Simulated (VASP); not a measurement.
**BeCd3S4: relaxation of cell and atoms with PBE**

BeCd3S4:

```
CELL_PARAMETERS angstrom
3.88000 0.00000 0.00000
0.00000 3.88000 0.00000
0.00000 0.00000 11.00000
ATOMIC_POSITIONS crystal
Be 0.00000 0.00000 0.00000
Cd 0.00000 0.00000 0.50000
Cd 0.50000 0.50000 0.23500
Cd 0.50000 0.50000 0.76500
S 0.00000 0.50000 0.09000
S 0.50000 0.00000 0.91000
S 0.00000 0.50000 0.63000
S 0.50000 0.00000 0.37000
```

```json
{
 "Program": "VASP 6.6.1",
 "Task": "relaxation of cell and atoms",
 "Functional": "PBE",
 "Potentials or basis": "VASP PAW PBE potentials, release 64 (Be, Cd, S)",
 "Cutoff": "600 eV",
 "k mesh": "3 × 3 × 1",
 "Occupations": "gaussian, width 0.15 eV",
 "Spin": "no spin polarisation",
 "Dipole correction": "no",
 "Further INCAR settings": "ALGO = Normal; EDIFF = 1e-07; IBRION = 2; EDIFFG = -0.08; NSW = 36; ISIF = 3"
}
```

```
Relaxed volume                        : 22.79 Å³/atom
Relaxed cell                          : a = 3.967 Å, b = 3.967 Å, c = 11.583 Å, α = 90.00°, β = 90.00°, γ = 90.00°
Space group after relaxing (to 0.1 Å) : P-4m2 (No. 115)
Energy gained by relaxing             : 62.4 meV/atom
Ionic steps                           : 8
Pressure after relaxing               : 0.2 GPa
Largest force after relaxing          : 0.035 eV/Å
Band gap on the k mesh                : 1.42 eV
```

Forces in eV/Å, atoms in the order of the input:
```
Be   0.000  0.000  0.000
Cd   0.000  0.000  0.000
Cd   0.000  0.000 -0.035
Cd   0.000  0.000  0.035
S    0.000  0.000  0.006
S    0.000  0.000 -0.006
S    0.000  0.000 -0.014
S    0.000  0.000  0.014
```

Stress tensor (GPa, compression positive):
```
0.20 0.00 0.00
0.00 0.20 0.00
0.00 0.00 0.06
```

The path:
| step | energy change (eV) | largest force (eV/Å) | pressure (GPa) | volume (Å³) |
| --- | --- | --- | --- | --- |
| 1 | 0.0000 | 0.6363 | 8.00 | 165.60 |
| 2 | -0.3899 | 0.2910 | -2.42 | 191.62 |
| 3 | -0.4441 | 0.3685 | -0.20 | 184.12 |
| 4 | -0.4640 | 0.2595 | -0.14 | 183.81 |
| 5 | -0.4855 | 0.2784 | 0.07 | 183.07 |
| 6 | -0.4950 | 0.1407 | -0.08 | 183.29 |
| 7 | -0.4975 | 0.1001 | -0.20 | 183.47 |
| 8 | -0.4992 | 0.0347 | 0.15 | 182.31 |

Final structure:
```xyz
8
Lattice="3.9674 0.0000 0.0000 0.0000 3.9674 0.0000 0.0000 0.0000 11.5826" Properties=species:S:1:pos:R:3 pbc="T T T"
Be    3.9674    0.0000    0.0000
Cd    3.9674    0.0000    5.7913
Cd    1.9837    1.9837    2.6151
Cd    1.9837    1.9837    8.9674
S     0.0000    1.9837    1.0091
S     1.9837    3.9674   10.5734
S     3.9674    1.9837    7.3816
S     1.9837    0.0000    4.2010
```

Levels at points of the mesh, in eV from the valence-band top:
| k point | band 27 | band 28 | band 29 | band 30 | band 31 | band 32 | band 33 | band 34 | band 35 | band 36 |
| --- | --- | --- | --- | --- | --- | --- | --- | --- | --- | --- |
| (0.00, 0.00, 0.00) | -0.81 | -0.81 | -0.54 | 0.00 | 0.00 | 1.42 | 3.22 | 3.85 | 3.95 | 4.15 |

It took 2.7 min on 1 thread of Intel(R) Xeon(R) Platinum 8488C (Sapphire Rapids), on a shared host, peak memory 0.3 GiB.

Caveat: the k points lie up to 0.54 Å⁻¹ apart in the final cell; the relaxation stopped at a loose force limit of 0.08 eV/Å, so its end isn't a converged minimum.
